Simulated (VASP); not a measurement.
Input of a VASP 6.6.1 run:

Contents of INCAR:

```
SYSTEM = B7P
PREC     = Accurate       ! precision mode
ENCUT    = 600            ! plane-wave cutoff, eV
EDIFF    = 1E-6           ! SCF threshold, eV
ISMEAR   = 0              ! smearing method
SIGMA    = 0.1            ! smearing width, eV
LREAL    = .FALSE.        ! projectors in reciprocal space
LASPH    = .TRUE.         ! aspherical terms in the spheres
NELM     = 100            ! most SCF steps
ALGO     = Normal         ! electronic algorithm
ISIF     = 3              ! what is computed and relaxed
LWAVE    = .FALSE.        ! write WAVECAR
LCHARG   = .FALSE.        ! write CHGCAR
GGA      = PE             ! functional
IBRION   = 2              ! ionic algorithm
NSW      = 100            ! ionic steps
EDIFFG   = -0.01          ! ionic threshold
```

File KPOINTS:

```
regular mesh
0
G
  12 12 6
  0 0 0
```

The input POSCAR:

```
B7P
1.0
    3.6672472016      0.0000000000      0.0000000000
   -1.8336236008      3.1759292386      0.0000000000
    0.0000000000      0.0000000000      7.3452960170
B P
7 1
Direct
    0.5000000000      0.0000000000      0.0000000000
    0.0000000000      0.5000000000      0.0000000000
    0.5000000000      0.5000000000      0.0000000000
    0.5000000000      0.0000000000      0.5000000000
    0.0000000000      0.5000000000      0.5000000000
    0.5000000000      0.5000000000      0.5000000000
    0.0000000000      0.0000000000      0.5000000000
    0.0000000000      0.0000000000      0.0000000000
```

Potentials or basis: VASP PAW PBE potentials, release 64 (B, P).

The run is started by

```bash
$ cat potpaw_PBE.64/B/POTCAR potpaw_PBE.64/P/POTCAR > POTCAR
$ mpirun -np 1 vasp_std > vasp.out
```

Problem. What does it give for the band gap on the k mesh?

Solution. Zero (band 13 reaches 5.62 eV, above the bottom of band 14 at 3.30 eV).

Stress tensor (GPa, compression positive):
```
-0.07  0.00  0.00
 0.00 -0.07  0.00
 0.00  0.00  0.04
```

Caveat: the relaxation stopped at its first step, so nothing moved; this functional lacks dispersion, which binds the layers, so the pressure and a relaxed spacing across them are unreliable.
